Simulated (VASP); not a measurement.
# CoO (I4/mmm) in VASP: notebook

CoO is run at these levels: PBE; tasks: single point.

Everything below comes from runs of VASP 6.6.1. Logs are shortened: lines on timing, memory, paths and dates and some standing lists are left out, and cuts for length are marked.

## (1) The cell of the first run

It takes space group I4/mmm (No. 139, tetragonal). The conventional cell has a = 3.016 Å, b = 3.016 Å, c = 4.215 Å, α = 90.00°, β = 90.00°, γ = 90.00°. Co (site symmetry 4/mmm) has 6 O at 2.11 to 2.13 Å within 2.8 Å. O (site symmetry 4/mmm) has 6 Co at 2.11 to 2.13 Å within 2.8 Å.

## (2) Single point, PBE, collinear spin, ferromagnetic start

INCAR

```
ALGO     = Normal         # electronic algorithm
EDIFF    = 1E-6           # SCF threshold, eV
ENCUT    = 600            # plane-wave cutoff, eV
GGA      = PE             # functional
GGA_COMPAT= False        
ISIF     = 2              # what is computed and relaxed
ISMEAR   = -1             # smearing method
ISPIN    = 2              # spin polarisation
LASPH    = True           # aspherical terms in the spheres
LCHARG   = False          # write CHGCAR
LMAXMIX  = 4              # l up to which the mixer works
LORBIT   = 11             # projections on sites
LREAL    = False          # projectors in reciprocal space
LWAVE    = False          # write WAVECAR
MAGMOM   = 2.5 0          # initial moments
NBANDS   = 22             # bands
NELM     = 200            # most SCF steps
NUPDOWN  = 2.5            # fixed moment
PREC     = Accurate       # precision mode
SIGMA    = 0.05           # smearing width, eV
```

KPOINTS

```
k-points
0
Gamma
  10 10 10
```

POSCAR

```
CoO
1.0
   -1.5080004400      1.5080004400      2.1072503600
    1.5080004400     -1.5080004400      2.1072503600
    1.5080004400      1.5080004400     -2.1072503600
Co O
1 1
Direct
    0.0000000000      0.0000000000      0.0000000000
    0.5000000000      0.5000000000      0.0000000000
```

Potentials or basis: VASP PAW PBE potentials, release 64 (Co_sv, O).

Run with:

```
$ cat potpaw_PBE.64/Co_sv/POTCAR potpaw_PBE.64/O/POTCAR > POTCAR
$ mpirun -np 1 vasp_std > vasp.out
```

OUTCAR:

```text
EDIFF = 1E-6
   ENCUT = 600
   GGA = PE
   ISIF = 2
   ISMEAR = -1
   ISPIN = 2
   LASPH = True
   LORBIT = 11
   LREAL = False
   NELM = 200
   NUPDOWN = 2.5
   PREC = Accurate

 ion  position               nearest neighbor table
   1  0.000  0.000  0.000-   2 2.11   2 2.11   2 2.13   2 2.13   2 2.13   2 2.13
   2  0.500  0.500  0.000-   1 2.11   1 2.11   1 2.13   1 2.13   1 2.13   1 2.13

  LATTYP: Found a body centered tetragonal cell.
 ALAT       =     3.0160008800
 C/A-ratio  =     1.3973804676

  Lattice vectors:

 A1 = (  -1.5080004400,   1.5080004400,   2.1072503600)
 A2 = (   1.5080004400,  -1.5080004400,   2.1072503600)
 A3 = (   1.5080004400,   1.5080004400,  -2.1072503600)

Analysis of symmetry for initial positions (statically):
=====================================================================
 Subroutine PRICEL returns:
 Original cell was already a primitive cell.

 Routine SETGRP: Setting up the symmetry group for a
 body centered tetragonal supercell.

 Subroutine GETGRP returns: Found 16 space group operations
 (whereof 16 operations were pure point group operations)
 out of a pool of 16 trial point group operations.

The static configuration has the point symmetry D_4h.

Analysis of symmetry for dynamics (positions and initial velocities):
=====================================================================
 Subroutine PRICEL returns:
 Original cell was already a primitive cell.

 Routine SETGRP: Setting up the symmetry group for a
 body centered tetragonal supercell.

 Subroutine GETGRP returns: Found 16 space group operations
 (whereof 16 operations were pure point group operations)
 out of a pool of 16 trial point group operations.

The dynamic configuration has the point symmetry D_4h.

Analysis of structural, dynamic, and magnetic symmetry:
=====================================================================
 Subroutine PRICEL returns:
 Original cell was already a primitive cell.

 Routine SETGRP: Setting up the symmetry group for a
 body centered tetragonal supercell.

 Subroutine GETGRP returns: Found 16 space group operations
 (whereof 16 operations were pure point group operations)
 out of a pool of 16 trial point group operations.

The overall configuration has the point symmetry D_4h.

 Subroutine INISYM returns: Found 16 space group operations
 (whereof 16 operations are pure point group operations),
 and found     1 'primitive' translations

----------------------------------------------------------------------------------------

                                     Primitive cell

  volume of cell :      19.1681

  direct lattice vectors                    reciprocal lattice vectors
    -1.508000440  1.508000440  2.107250360     0.000000000  0.331564890  0.237276030
     1.508000440 -1.508000440  2.107250360     0.331564890  0.000000000  0.237276030
     1.508000440  1.508000440 -2.107250360     0.331564890  0.331564890  0.000000000

  length of vectors
     2.998105191  2.998105191  2.998105191     0.407719500  0.407719500  0.468903564

  position of ions in fractional coordinates (direct lattice)
     0.000000000  0.000000000  0.000000000
     0.500000000  0.500000000  0.000000000

  ion indices of the primitive-cell ions
   primitive index   ion index
                 1           1
                 2           2

----------------------------------------------------------------------------------------

 KPOINTS: k-points

Automatic generation of k-mesh.
 Grid dimensions read from file:
 generate k-points for:   10   10   10

 Generating k-lattice:

  Cartesian coordinates                     Fractional coordinates (reciprocal lattice)
     0.000000000  0.033156489  0.023727603     0.100000000  0.000000000  0.000000000
     0.033156489  0.000000000  0.023727603     0.000000000  0.100000000  0.000000000
     0.033156489  0.033156489  0.000000000     0.000000000  0.000000000  0.100000000

  Length of vectors
     0.040771950  0.040771950  0.046890356

  Shift w.r.t. Gamma in fractional coordinates (k-lattice)
     0.000000000  0.000000000  0.000000000

 Subroutine IBZKPT returns following result:
 ===========================================

 Found    102 irreducible k-points:

 Following reciprocal coordinates:
            Coordinates               Weight
  0.000000  0.000000  0.000000      1.000000
  0.100000 -0.000000  0.000000      8.000000
  0.200000 -0.000000  0.000000      8.000000
  0.300000 -0.000000  0.000000      8.000000
  0.400000  0.000000 -0.000000      8.000000
  0.500000  0.000000 -0.000000      4.000000
[... 16 lines left out ...]
  0.300000  0.300000  0.000000      8.000000
  0.400000  0.300000  0.000000     16.000000
 [... further k-points ...]
   k-points           NKPTS =    102   k-points in BZ     NKDIM =    102   number of bands    NBANDS=     22
   number of dos      NEDOS =    301   number of ions     NIONS =      2
   total plane-waves  NPLWV =  13824
   dimension x,y,z NGX =    24 NGY =   24 NGZ =   24
   dimension x,y,z NGXF=    48 NGYF=   48 NGZF=   48
   ions per type =               1   1
   NGX,Y,Z   is equivalent  to a cutoff of  13.31, 13.31, 13.31 a.u.
   NGXF,Y,Z  is equivalent  to a cutoff of  26.62, 26.62, 26.62 a.u.
 SYSTEM =  unknown system
   PREC   = accura    normal or accurate (medium, high low for compatibility)
   ISTART =      0    job   : 0-new  1-cont  2-samecut
   ICHARG =      2    charge: 1-file 2-atom 10-const
   ISPIN  =      2    spin polarized calculation?
   LNONCOLLINEAR =      F non collinear calculations
   LSORBIT =      F    spin-orbit coupling
   LASPH  =      T    aspherical Exc in radial PAW
   ENCUT  =  600.0 eV  44.10 Ry    6.64 a.u.   5.99  5.99  5.99*2*pi/ulx,y,z
   NELM   =    200;   NELMIN=  2; NELMDL= -5     # of ELM steps
   EDIFF  = 0.1E-05   stopping-criterion for ELM
   LREAL  =      F    real-space projection
   EDIFFG = 0.1E-04   stopping-criterion for IOM
   NSW    =      0    number of steps for IOM
   IBRION =     -1    ionic relax: 0-MD 1-quasi-New 2-CG
   NFREE  =      0    steps in history (QN), initial steepest desc. (CG)
   ISIF   =      2    stress and relaxation
   ISYM   =      2    0-nonsym 1-usesym 2-fastsym
   POTIM  = 0.5000    time-step for ionic-motion
   TEBEG  =    0.0;   TEEND  =   0.0 temperature during run
   PSTRESS=    0.0 pullay stress
   NELECT =      23.0000    total number of electrons
   NUPDOWN=       2.5000    fix difference up-down
   EMIN   =  10.00;   EMAX   =-10.00  energy-range for DOS
   EFERMI =   0.00;   METHOD = LEGACY
   ISMEAR =    -1;   SIGMA  =   0.05  broadening in eV -4-tet -1-fermi 0-gaus
   EFERMI_NEDOS =   21; number of points for ismear=-14 and -15
   IALGO  =     38    algorithm
   IMIX   =      4    mixing-type and parameters
     AMIX     =   0.40;   BMIX     =  1.00
     AMIX_MAG =   1.60;   BMIX_MAG =  1.00
  volume/ion in A,a.u.               =       9.58        64.68
  Fermi-wavevector in a.u.,A,eV,Ry     =   1.739633  3.287431 41.175646  3.026325
  Thomas-Fermi vector in A             =   2.812437
   LORBIT       =     11    0 simple, 1 ext, 2 COOP (PROOUT), +10 PAW based schemes
   GGA     = PE    functional components
   LHFCALC =     F    Hartree Fock is set to
   AEXX    =    0.0000 exact exchange contribution
   IVDW    =     0    specifies the selected vdW correction
   LEPSILON=     F    determine dielectric tensor
   LRPA    =     F    only Hartree local field effects (RPA)
 spin polarized calculation
  energy-cutoff  :      600.00
  volume of cell :       19.17
 maximum number of plane-waves:       653
   NGX = 11   NGY = 11   NGZ = 11

 number of electron      22.9999979 magnetization       2.5000004

 Free energy of the ion-electron system (eV)
  ---------------------------------------------------
  ext. energy  EPLUGINS =         0.00000000
  ---------------------------------------------------
  free energy    TOTEN  =       -13.11581383 eV

  energy without entropy =      -13.07543561  energy(sigma->0) =      -13.09562472

 E-fermi :   9.0653     XC(G=0): -12.7386

 val. band max:        9.0600946862   @ k =   0.4000   0.4000   0.0000
 cond. band min:       8.8835550884   @ k =  -0.2000   0.4000   0.1000
 fundamental gap:     -0.1765395978
 Fermi energy:         8.8787815559

 spin component 1

 k-point     1 :       0.0000    0.0000    0.0000
  band No.  band energies     occupation
      1     -87.5233      1.00000
      2     -50.8248      1.00000
      3     -50.7520      1.00000
      4     -50.7520      1.00000
      5     -11.3241      1.00000
      6       5.7544      1.00000
[... 14 lines left out ...]
     21      30.8776      0.00000
     22      33.6774      0.00000

 k-point     2 :       0.1000   -0.0000    0.0000
  band No.  band energies     occupation
      1     -87.5229      1.00000
      2     -50.8269      1.00000
      3     -50.7543      1.00000
      4     -50.7522      1.00000
      5     -11.2203      1.00000
      6       4.8661      1.00000
[... 14 lines left out ...]
     21      31.9157      0.00000
     22      35.2166      0.00000

 k-point     3 :       0.2000   -0.0000    0.0000
  band No.  band energies     occupation
      1     -87.5220      1.00000
      2     -50.8321      1.00000
      3     -50.7614      1.00000
      4     -50.7539      1.00000
      5     -10.9356      1.00000
      6       3.4365      1.00000
[... 14 lines left out ...]
     21      34.7506      0.00000
     22      37.6400      0.00000
[... 476 lines left out ...]
 k-point    23 :       0.3000    0.3000    0.0000
  band No.  band energies     occupation
      1     -87.5189      1.00000
      2     -50.8460      1.00000
      3     -50.7747      1.00000
      4     -50.7687      1.00000
      5     -10.0304      1.00000
      6       1.7625      1.00000
[... 14 lines left out ...]
     21      37.7572      0.00000
     22      39.6000      0.00000

 k-point    24 :       0.4000    0.3000    0.0000
  band No.  band energies     occupation
      1     -87.5186      1.00000
      2     -50.8451      1.00000
      3     -50.7802      1.00000
      4     -50.7681      1.00000
      5      -9.9911      1.00000
      6       2.0555      1.00000
[... 14 lines left out ...]
     21      37.7743      0.00000
     22      39.3344      0.00000

 [... further k-points ...]

 spin component 2

 k-point     1 :       0.0000    0.0000    0.0000
  band No.  band energies     occupation
      1     -84.8175      1.00000
      2     -48.1649      1.00000
      3     -48.1191      1.00000
      4     -48.1189      1.00000
      5     -10.9990      1.00000
      6       6.0923      1.00000
[... 14 lines left out ...]
     21      31.7792      0.00000
     22      34.5111      0.00000

 k-point     2 :       0.1000   -0.0000    0.0000
  band No.  band energies     occupation
      1     -84.8171      1.00000
      2     -48.1672      1.00000
      3     -48.1216      1.00000
      4     -48.1193      1.00000
      5     -10.8939      1.00000
      6       5.3368      1.00000
[... 14 lines left out ...]
     21      32.6360      0.00000
     22      36.0812      0.00000

 k-point     3 :       0.2000   -0.0000    0.0000
  band No.  band energies     occupation
      1     -84.8161      1.00000
      2     -48.1735      1.00000
      3     -48.1291      1.00000
      4     -48.1212      1.00000
      5     -10.6058      1.00000
      6       3.8985      1.00000
[... 14 lines left out ...]
     21      35.2040      0.00000
     22      38.4994      0.00000
[... 476 lines left out ...]
 k-point    23 :       0.3000    0.3000    0.0000
  band No.  band energies     occupation
      1     -84.8127      1.00000
      2     -48.1903      1.00000
      3     -48.1450      1.00000
      4     -48.1367      1.00000
      5      -9.6733      1.00000
      6       2.2849      1.00000
[... 14 lines left out ...]
     21      38.1854      0.00000
     22      40.2493      0.00000

 k-point    24 :       0.4000    0.3000    0.0000
  band No.  band energies     occupation
      1     -84.8123      1.00000
      2     -48.1889      1.00000
      3     -48.1509      1.00000
      4     -48.1368      1.00000
      5      -9.6267      1.00000
      6       2.4760      1.00000
[... 14 lines left out ...]
     21      38.3031      0.00000
     22      39.9988      0.00000

 [... further k-points ...]
[... 5 lines left out ...]
  --------------------------------------------------------------------------------------
  -------------------------------------------------------------------------------------
  Total       -0.7321633     -0.7321633     -0.7214967      0.0000000      0.0000000      0.0000000
  in kB      -61.1983163    -61.1983163    -60.3067443      0.0000000      0.0000000      0.0000000
  external PRESSURE =     -60.9011257 kB  Pullay stress =       0.0000000 kB

 VOLUME and BASIS-vectors are now :
 -----------------------------------------------------------------------------
  energy-cutoff  :      600.00
  volume of cell :       19.17
      direct lattice vectors                 reciprocal lattice vectors
    -1.508000440  1.508000440  2.107250360     0.000000000  0.331564890  0.237276030
     1.508000440 -1.508000440  2.107250360     0.331564890  0.000000000  0.237276030
     1.508000440  1.508000440 -2.107250360     0.331564890  0.331564890  0.000000000

 POSITION                                       TOTAL-FORCE (eV/Angst)
 -----------------------------------------------------------------------------------
      0.00000      0.00000      0.00000        -0.000000      0.000000     -0.000000
      0.00000      0.00000      2.10725         0.000000     -0.000000      0.000000
 -----------------------------------------------------------------------------------
    total drift:                               -0.000000      0.000000      0.000000

  FREE ENERGIE OF THE ION-ELECTRON SYSTEM (eV)
  ---------------------------------------------------
  free  energy   TOTEN  =       -13.1158138308 eV

  energy  without entropy=      -13.0754356126  energy(sigma->0) =      -13.09562472

 total charge

# of ion       s       p       d       tot
------------------------------------------
    1        2.140   6.059   6.700  14.899
    2        1.555   3.414   0.000   4.969
--------------------------------------------------
tot          3.695   9.474   6.700  19.868

 magnetization (x)

# of ion       s       p       d       tot
------------------------------------------
    1        0.014   0.010   2.201   2.224
    2        0.027   0.155   0.000   0.182
--------------------------------------------------
tot          0.040   0.165   2.201   2.406
```

Run time: 74 s. Hardware: 1 thread of AMD EPYC 9R45 (Zen 5), shared host; peak memory 0.17 GiB.

What came out:

- Free energy: -13.1158 eV
- Pressure: -6.1 GPa
- Net moment: 2.50 μB per cell
- Site moments: Co +2.22; O +0.18 μB
- Valence electrons inside the program's atomic spheres: Co 14.90; O 4.97

Stress tensor (GPa, compression positive):
```
-6.12  0.00  0.00
 0.00 -6.12  0.00
 0.00  0.00 -6.03
```

Caveat: the total moment is fixed, so each spin has its own Fermi level; a cell with one magnetic atom can't hold antiferromagnetic order, which such compounds often take.

## (3) Single point, PBE, collinear spin, ferromagnetic start

INCAR

```
ALGO = Normal
EDIFF = 1E-6
ENCUT = 600
GGA = PE
GGA_COMPAT = F
ISIF = 2
ISMEAR = 0
ISPIN = 2
LASPH = T
LCHARG = F
LMAXMIX = 4
LORBIT = 11
LREAL = F
LWAVE = F
MAGMOM = 2 0
NBANDS = 22
NELM = 200
PREC = Accurate
SIGMA = 0.1
```

KPOINTS is that of step 2.

POSCAR is that of step 2.

Potentials or basis: VASP PAW PBE potentials, release 64 (Co_sv, O).

Run with:

```
$ cat potpaw_PBE.64/Co_sv/POTCAR potpaw_PBE.64/O/POTCAR > POTCAR
$ mpirun -np 1 vasp_std > vasp.out
```

It took 64 s on 1 thread of Intel Xeon 6975P-C (Granite Rapids), shared host; peak memory 0.2 GiB.

The run converged. Its results:

```
Free energy                                           : -13.1336 eV
Pressure                                              : -2.6 GPa
Net moment                                            : 2.91 μB per cell
Site moments                                          : Co +2.51; O +0.29 μB
Valence electrons inside the program's atomic spheres : Co 14.87; O 4.99
```

Stress tensor (GPa, compression positive):
```
-2.63  0.00  0.00
 0.00 -2.63  0.00
 0.00  0.00 -2.45
```

Levels at points of the mesh, in eV from the Fermi level:
Spin up:
```
           k point  band 9  band 10  band 11  band 12  band 13  band 14  band 15  band 16  band 17  band 18
(0.00, 0.00, 0.00)   -3.19    -3.19    -3.15    -3.15    -3.00     0.97    16.79    18.07    18.07    18.12
(0.50, 0.00, 0.00)   -2.39    -2.34    -1.81     0.07     0.14     5.01     9.36    13.27    13.55    20.48
(0.50, 0.50, 0.00)   -4.00    -2.95    -2.42    -2.10    -2.01     5.84     9.76    11.69    15.71    15.90
(0.50, 0.50, 0.50)   -3.91    -2.91    -2.42    -2.11    -2.11     5.85     9.91    11.57    15.66    15.66
```
Spin down:
```csv
k point,band 8,band 9,band 10,band 11,band 12,band 13
"(0.00, 0.00, 0.00)",-2.63,-1.13,-1.13,-1.10,0.04,0.09
"(0.50, 0.00, 0.00)",-4.70,-0.15,-0.10,0.18,2.72,2.76
"(0.50, 0.50, 0.00)",-3.85,-2.27,0.10,0.15,0.53,1.04
"(0.50, 0.50, 0.50)",-3.94,-2.29,0.14,0.14,0.60,1.00
```

Caveat: a cell with one magnetic atom can't hold antiferromagnetic order, which such compounds often take; semilocal functionals often make such compounds metallic where correlation or magnetic order opens a gap, which also shifts bond lengths.

(Continued in part 2 of 2.)
